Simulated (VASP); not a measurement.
# Ti (Fm-3m) in VASP: further runs

Ti is run at these levels: LDA; tasks: single point.

All numbers are computed with VASP 6.6.1; they aren't measurements. Logs are shortened: lines on timing, memory, paths and dates and some standing lists are left out, and cuts for length are marked.

## Step 1: The cell of the first run

The structure is cubic, space group Fm-3m (No. 225). Conventional cell: a = 4.087 Å, b = 4.087 Å, c = 4.087 Å, α = 90.00°, β = 90.00°, γ = 90.00°. Ti (site symmetry m-3m) has 12 Ti at 2.89 Å within 3.8 Å.

## Step 2: Single point, LDA

File INCAR:

```
SYSTEM = Ti
PREC = Accurate
ENCUT = 520
EDIFF = 1E-7
ISMEAR = 1
SIGMA = 0.05
LREAL = .FALSE.
LASPH = .TRUE.
NELM = 100
ALGO = Normal
ISIF = 2
LWAVE = .FALSE.
LCHARG = .FALSE.
NBANDS = 12
```

File KPOINTS:

```
Automatic mesh
0
G
  12 12 12
  0 0 0
```

File POSCAR:

```
Ti
1.0
    0.0000000000      2.0434441004      2.0434441004
    2.0434441004      0.0000000000      2.0434441004
    2.0434441004      2.0434441004      0.0000000000
Ti
1
Direct
    0.0000000000      0.0000000000      0.0000000000
```

Potentials or basis: VASP PAW LDA potentials, release 64 (Ti_sv).

The run is started by

```bash
cat potpaw_LDA.64/Ti_sv/POTCAR > POTCAR
mpirun -np 1 vasp_std > vasp.out
```

OUTCAR:

```text
SYSTEM = Ti
   PREC = Accurate
   ENCUT = 520
   EDIFF = 1E-7
   ISMEAR = 1
   LREAL = .FALSE.
   LASPH = .TRUE.
   NELM = 100
   ISIF = 2

 ion  position               nearest neighbor table
   1  0.000  0.000  0.000-

  LATTYP: Found a face centered cubic cell.
 ALAT       =     4.0868882008

  Lattice vectors:

 A1 = (   0.0000000000,   2.0434441004,   2.0434441004)
 A2 = (   2.0434441004,   0.0000000000,   2.0434441004)
 A3 = (   2.0434441004,   2.0434441004,   0.0000000000)

Analysis of symmetry for initial positions (statically):
=====================================================================
 Subroutine PRICEL returns:
 Original cell was already a primitive cell.

 Routine SETGRP: Setting up the symmetry group for a
 face centered cubic supercell.

 Subroutine GETGRP returns: Found 48 space group operations
 (whereof 48 operations were pure point group operations)
 out of a pool of 48 trial point group operations.

The static configuration has the point symmetry O_h .

Analysis of symmetry for dynamics (positions and initial velocities):
=====================================================================
 Subroutine PRICEL returns:
 Original cell was already a primitive cell.

 Routine SETGRP: Setting up the symmetry group for a
 face centered cubic supercell.

 Subroutine GETGRP returns: Found 48 space group operations
 (whereof 48 operations were pure point group operations)
 out of a pool of 48 trial point group operations.

The dynamic configuration has the point symmetry O_h .

 Subroutine INISYM returns: Found 48 space group operations
 (whereof 48 operations are pure point group operations),
 and found     1 'primitive' translations

----------------------------------------------------------------------------------------

                                     Primitive cell

  volume of cell :      17.0655

  direct lattice vectors                    reciprocal lattice vectors
     0.000000000  2.043444100  2.043444100    -0.244684941  0.244684941  0.244684941
     2.043444100  0.000000000  2.043444100     0.244684941 -0.244684941  0.244684941
     2.043444100  2.043444100  0.000000000     0.244684941  0.244684941 -0.244684941

  length of vectors
     2.889866361  2.889866361  2.889866361     0.423806750  0.423806750  0.423806750

  position of ions in fractional coordinates (direct lattice)
     0.000000000  0.000000000  0.000000000

  ion indices of the primitive-cell ions
   primitive index   ion index
                 1           1

[... 82 lines left out ...]
   NELECT =      12.0000    total number of electrons
   NUPDOWN=      -1.0000    fix difference up-down
   EMIN   =  10.00;   EMAX   =-10.00  energy-range for DOS
   EFERMI =   0.00;   METHOD = LEGACY
   ISMEAR =     1;   SIGMA  =   0.05  broadening in eV -4-tet -1-fermi 0-gaus
   EFERMI_NEDOS =   21; number of points for ismear=-14 and -15
   IALGO  =     38    algorithm
   IMIX   =      4    mixing-type and parameters
     AMIX     =   0.40;   BMIX     =  1.00
     AMIX_MAG =   1.60;   BMIX_MAG =  1.00
  volume/ion in A,a.u.               =      17.07       115.16
  Fermi-wavevector in a.u.,A,eV,Ry     =   1.455780  2.751026 28.834774  2.119296
  Thomas-Fermi vector in A             =   2.572775
   LORBIT       =      0    0 simple, 1 ext, 2 COOP (PROOUT), +10 PAW based schemes
   GGA     = CA    functional components
   LHFCALC =     F    Hartree Fock is set to
   AEXX    =    0.0000 exact exchange contribution
   IVDW    =     0    specifies the selected vdW correction
   LEPSILON=     F    determine dielectric tensor
   LRPA    =     F    only Hartree local field effects (RPA)
 non-spin polarized calculation
 Methfessel and Paxton  Order N= 1 SIGMA  =   0.05
  energy-cutoff  :      520.00
  volume of cell :       17.07
 maximum number of plane-waves:       477
 NGX is ok and might be reduce to    24
   NGX = 11   NGY = 11   NGZ = 11

 number of electron      12.0000003 magnetization

 Free energy of the ion-electron system (eV)
  ---------------------------------------------------
  ext. energy  EPLUGINS =         0.00000000
  ---------------------------------------------------
  free energy    TOTEN  =        -8.47157760 eV

  energy without entropy =       -8.47061207  energy(sigma->0) =       -8.47125576

 E-fermi :   8.1833     XC(G=0): -11.8690

 val. band max:        8.1813786952   @ k =  -0.2500   0.2500   0.0833
 cond. band min:       8.1834612940   @ k =   0.2500   0.0833   0.0000
 fundamental gap:      0.0020825988
 Fermi energy:         8.1832583825

 k-point     1 :       0.0000    0.0000    0.0000
  band No.  band energies     occupation
      1     -47.8218      2.00000
      2     -24.0294      2.00000
      3     -24.0294      2.00000
      4     -24.0294      2.00000
      5       2.1121      2.00000
      6       9.0236     -0.00000
      7       9.0236     -0.00000
      8       9.0236     -0.00000
      9      10.6686      0.00000
     10      10.6686      0.00000
     11      23.6142      0.00000
     12      28.0918      0.00000
[... 331 lines left out ...]
 k-point    24 :      -0.4167    0.1667    0.0000
  band No.  band energies     occupation
      1     -47.6695      2.00000
      2     -24.6911      2.00000
      3     -24.2557      2.00000
      4     -24.1491      2.00000
      5       6.1879      2.00000
      6       7.8121      2.00000
      7       8.6674     -0.00000
      8       9.4041      0.00000
      9      11.5673      0.00000
     10      13.1680      0.00000
     11      16.5519      0.00000
     12      22.2538      0.00000

 [... further k-points ...]

------------------------ aborting loop because EDIFF is reached ----------------------------------------

  FORCE on cell =-STRESS in cart. coord.  units (eV):
  Direction    XX          YY          ZZ          XY          YZ          ZX
  --------------------------------------------------------------------------------------
  -------------------------------------------------------------------------------------
  Total       -0.7536754     -0.7536754     -0.7536754     -0.0000000      0.0000000     -0.0000000
  in kB      -70.7581773    -70.7581773    -70.7581773     -0.0000000      0.0000000     -0.0000000
  external PRESSURE =     -70.7581773 kB  Pullay stress =       0.0000000 kB

 VOLUME and BASIS-vectors are now :
 -----------------------------------------------------------------------------
  energy-cutoff  :      520.00
  volume of cell :       17.07
      direct lattice vectors                 reciprocal lattice vectors
     0.000000000  2.043444100  2.043444100    -0.244684941  0.244684941  0.244684941
     2.043444100  0.000000000  2.043444100     0.244684941 -0.244684941  0.244684941
     2.043444100  2.043444100  0.000000000     0.244684941  0.244684941 -0.244684941

 POSITION                                       TOTAL-FORCE (eV/Angst)
 -----------------------------------------------------------------------------------
      0.00000      0.00000      0.00000         0.000000      0.000000      0.000000
 -----------------------------------------------------------------------------------
    total drift:                               -0.000000      0.000000     -0.000000

  FREE ENERGIE OF THE ION-ELECTRON SYSTEM (eV)
  ---------------------------------------------------
  free  energy   TOTEN  =        -8.4715775991 eV

  energy  without entropy=       -8.4706120728  energy(sigma->0) =       -8.47125576
```

Wall time 17 s (1 thread of Intel Xeon 8259CL, shared host); peak memory 0.13 GiB.

What came out:

| Item | Value |
| --- | --- |
| Free energy | -8.4716 eV |
| Pressure | -7.1 GPa |
| Band gap on the k mesh | zero (band 6 reaches 9.02 eV, above the bottom of band 7 at 7.79 eV) |

## Step 3: Single point, LDA

This run uses another cell than the first one, of 17.40 Å³/atom, 1.020 times its volume.

File INCAR:

```
PREC     = Accurate       # precision mode
ENCUT    = 520            # plane-wave cutoff, eV
EDIFF    = 1E-6           # SCF threshold, eV
ISMEAR   = 1              # smearing method
SIGMA    = 0.05           # smearing width, eV
LREAL    = False          # projectors in reciprocal space
LASPH    = True           # aspherical terms in the spheres
NELM     = 100            # most SCF steps
ALGO     = Normal         # electronic algorithm
ISIF     = 2              # what is computed and relaxed
LWAVE    = False          # write WAVECAR
LCHARG   = False          # write CHGCAR
GGA      = CA             # functional
NBANDS   = 12             # bands
```

File KPOINTS:

```
regular mesh
0
Gamma
  12 12 12
```

File POSCAR:

```
Ti
1.0
    0.0000000000      2.0567135898      2.0567135898
    2.0567135898      0.0000000000      2.0567135898
    2.0567135898      2.0567135898      0.0000000000
Ti
1
Direct
    0.0000000000      0.0000000000      0.0000000000
```

Potentials or basis: VASP PAW LDA potentials, release 64 (Ti_sv).

The run is started by

```bash
cat potpaw_LDA.64/Ti_sv/POTCAR > POTCAR
mpirun -np 1 vasp_std > vasp.out
```

It took 18 s on 1 thread of Intel Xeon 8259CL, shared host; peak memory 0.13 GiB.

The run converged. Its results:

- Free energy: -8.4551 eV
- Pressure: -8.8 GPa
- Band gap on the k mesh: zero (band 6 reaches 8.80 eV, above the bottom of band 7 at 7.58 eV)

Levels at points of the mesh, in eV from the Fermi level:
```csv
k point,band 4,band 5,band 6,band 7,band 8,band 9
"(0.00, 0.00, 0.00)",-32.27,-6.02,0.83,0.83,0.83,2.43
"(0.50, 0.00, 0.00)",-32.36,-2.59,0.70,0.70,0.72,3.52
"(0.50, 0.50, 0.00)",-32.51,-2.59,-1.74,2.89,3.49,3.81
```

## Step 4: Single point, LDA

This run uses another cell than the first one, of 17.73 Å³/atom, 1.039 times its volume.

File INCAR:

```
SYSTEM = Ti
  PREC = Accurate
  ENCUT = 520
  EDIFF = 1E-7
  ISMEAR = 1
  SIGMA = 0.05
  LREAL = .FALSE.
  LASPH = .TRUE.
  NELM = 80
  ALGO = Normal
  ISIF = 2
  LWAVE = .FALSE.
  LCHARG = .TRUE.
  GGA = CA
  LELF = .TRUE.
  LVHAR = .TRUE.
  NBANDS = 12
```

File KPOINTS:

```
Automatic mesh
0
G
  12 12 12
  0 0 0
```

File POSCAR:

```
Ti
1.0
    0.0000000000      2.0698140295      2.0698140295
    2.0698140295      0.0000000000      2.0698140295
    2.0698140295      2.0698140295      0.0000000000
Ti
1
Direct
    0.0000000000      0.0000000000      0.0000000000
```

The run is started by

```bash
cat potpaw_LDA.64/Ti_sv/POTCAR > POTCAR
mpirun -np 1 vasp_std > vasp.out
```

Wall time 20 s (1 thread of Intel Xeon 8259CL, shared host); peak memory 0.14 GiB.

Results (log left out):

```yaml
Free_energy: -8.4352 eV
Pressure: -10.4 GPa
Band_gap_on_the_k_mesh: zero (band 6 reaches 8.59 eV, above the bottom of band 7 at 7.39 eV)
```

Levels at points of the mesh, in eV from the Fermi level:
| k point | band 2 | band 3 | band 4 | band 5 | band 6 | band 7 | band 8 | band 9 | band 10 | band 11 |
| --- | --- | --- | --- | --- | --- | --- | --- | --- | --- | --- |
| (0.00, 0.00, 0.00) | -32.33 | -32.33 | -32.33 | -5.98 | 0.81 | 0.81 | 0.81 | 2.37 | 2.37 | 15.22 |
| (0.50, 0.00, 0.00) | -32.97 | -32.41 | -32.41 | -2.55 | 0.68 | 0.69 | 0.69 | 3.44 | 3.44 | 7.94 |
| (0.50, 0.50, 0.00) | -32.93 | -32.55 | -32.55 | -2.52 | -1.68 | 2.81 | 3.41 | 3.72 | 3.72 | 10.31 |

## Step 5: Summary

| cell | gap on the mesh (eV) | pressure (GPa) |
| --- | --- | --- |
| a = 2.890 Å, angles 60.0°, 1 atom | none | -7.1 |
| a = 2.909 Å, angles 60.0°, 1 atom | none | -8.8 |
| a = 2.927 Å, angles 60.0°, 1 atom | none | -10.4 |

Alike in all rows: task single point; level LDA; potentials or basis VASP PAW LDA potentials, release 64 (Ti_sv); no spin polarisation; k mesh 12 × 12 × 12; cutoff (eV) 520; smearing methfessel-paxton 0.05 eV.

Total energies depend on the potentials used, so only differences within one code and one set of settings carry meaning.
